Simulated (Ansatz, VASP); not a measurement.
# EuS: VASP beside Ansatz

```
Eu S
1.0
     0.00000   -2.97850   -2.97850
    -5.95700   -2.97850   -2.97850
     0.00000    2.97850   -2.97850
Eu S
2 2
Cartesian
  0.0000 0.0000 0.0000
  -2.9785 0.0000 -2.9785
  0.0000 0.0000 -2.9785
  -2.9785 -2.9785 -2.9785
```

Alike in both runs: task single point; functional LDA; k mesh 5 × 3 × 5; occupations fermi-dirac, width 0.02 eV; collinear spin.

```csv
,VASP,Ansatz
version,VASP 6.6.1,Ansatz 0.2.0
potentials or method,"VASP PAW PBE potentials, release 64 (Eu, S), cutoff 600 eV","PAW, plane waves, scalar-relativistic"
valence electrons in the cell,46,46
```

Ansatz gave:

| Item | Value |
| --- | --- |
| pressure (GPa) | -7.5 |
| net moment per atom (μB) | 3.48 |
| size of the moment on the site where the two differ most (μB) | 6.74 |

Task: Estimate VASP's values.

Result: Pressure (GPa): -7.7; net moment per atom (μB): 3.47; size of the moment on the site where the two differ most (μB): 6.59.

VASP's potentials were made for PBE, not for LDA. LDA's correlation is that of Perdew and Zunger in VASP and of Perdew and Wang (1992) in Ansatz. Site moments also hang on the region over which each program counts them.

The k mesh is coarse, so the values compare programs but aren't converged. Neither program's run includes spin-orbit coupling.
